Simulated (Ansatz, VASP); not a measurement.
## Al2O3: VASP beside Ansatz

File INCAR:

```
PREC = Accurate ; ENCUT = 600
EDIFF = 1E-7 ; ISMEAR = -1
SIGMA = 0.05 ; LREAL = F
LASPH = T ; NELM = 60
ALGO = Normal ; ISIF = 3
LWAVE = F ; LCHARG = F
GGA = B5 ; ALDAX = 1.0
AGGAX = 1.0 ; AGGAC = 1.0
ALDAC = 0.0 ; IVDW = 12
VDW_S6 = 1.0 ; VDW_S8 = 2.6996
VDW_A1 = 0.4298 ; VDW_A2 = 4.2359
IBRION = 2 ; NSW = 60
EDIFFG = -0.01
```

Contents of KPOINTS:

```
regular mesh
0
Gamma
  7 7 7
```

File POSCAR:

```
Al2O3
1.0
    2.3802500000      1.3742379782      4.3318666667
   -2.3802500000      1.3742379782      4.3318666667
    0.0000000000     -2.7484759565      4.3318666667
Al O
4 6
Direct
    0.8521600000      0.8521600000      0.8521600000
    0.6478400000      0.6478400000      0.6478400000
    0.1478400000      0.1478400000      0.1478400000
    0.3521600000      0.3521600000      0.3521600000
    0.0566800000      0.7500000000      0.4433200000
    0.7500000000      0.4433200000      0.0566800000
    0.4433200000      0.0566800000      0.7500000000
    0.9433200000      0.2500000000      0.5566800000
    0.2500000000      0.5566800000      0.9433200000
    0.5566800000      0.9433200000      0.2500000000
```

input.yaml

```yaml
crystal:
  lattice:
    - [2.38025, 1.3742379782, 4.3318666667]
    - [-2.38025, 1.3742379782, 4.3318666667]
    - [0.0, -2.7484759565, 4.3318666667]
  atoms:
    - { symbol: Al, position: [0.85216, 0.85216, 0.85216] }
    - { symbol: Al, position: [0.64784, 0.64784, 0.64784] }
    - { symbol: Al, position: [0.14784, 0.14784, 0.14784] }
    - { symbol: Al, position: [0.35216, 0.35216, 0.35216] }
    - { symbol: O, position: [0.05668, 0.75, 0.44332] }
    - { symbol: O, position: [0.75, 0.44332, 0.05668] }
    - { symbol: O, position: [0.44332, 0.05668, 0.75] }
    - { symbol: O, position: [0.94332, 0.25, 0.55668] }
    - { symbol: O, position: [0.25, 0.55668, 0.94332] }
    - { symbol: O, position: [0.55668, 0.94332, 0.25] }
hamiltonian:
  xc: blyp
  pseudopotentials: { kind: paw }
  dispersion: d3bj
kpoints:
  mp_grid: { grid: [7, 7, 7] }
scf:
  occupations: { method: fermi_dirac, width: 0.05 }
output:
  forces: true
  stress: true
relax:
  f_tol: 0.01
  max_steps: 40
  cell: { stress_tol: 0.05 }
```

Alike in both runs: task relaxation of cell and atoms; functional BLYP; dispersion D3(BJ); k mesh 7 × 7 × 7; occupations fermi-dirac, width 0.05 eV; no spin polarisation.

|  | VASP | Ansatz |
| --- | --- | --- |
| version | VASP 6.6.1 | Ansatz 0.2.0 |
| potentials or method | VASP PAW PBE potentials, release 64 (Al, O) | Ansatz PAW |
| plane-wave cutoff (eV) | 600 | 420 |
| valence electrons in the cell | 48 | 48 |

Ansatz gave:

| Quantity | Value |
| --- | --- |
| relaxed volume (Å³/atom) | 8.55 |
| relaxed cell length with the largest relative difference (Å) | 5.140 |

Question: Estimate VASP's values.

Answer: Relaxed volume (Å³/atom): 8.56; relaxed cell length with the largest relative difference (Å): 5.142.

VASP's potentials were made for PBE, not for BLYP.

Noted on Ansatz's run: Pulay correction over one GPa; odd divisions of the mesh miss points on the zone boundary, where band edges often lie, so the gap on the mesh can be too wide; the plane-wave basis is chosen anew once the cell has moved, so the energies of steps on either side of that aren't comparable.
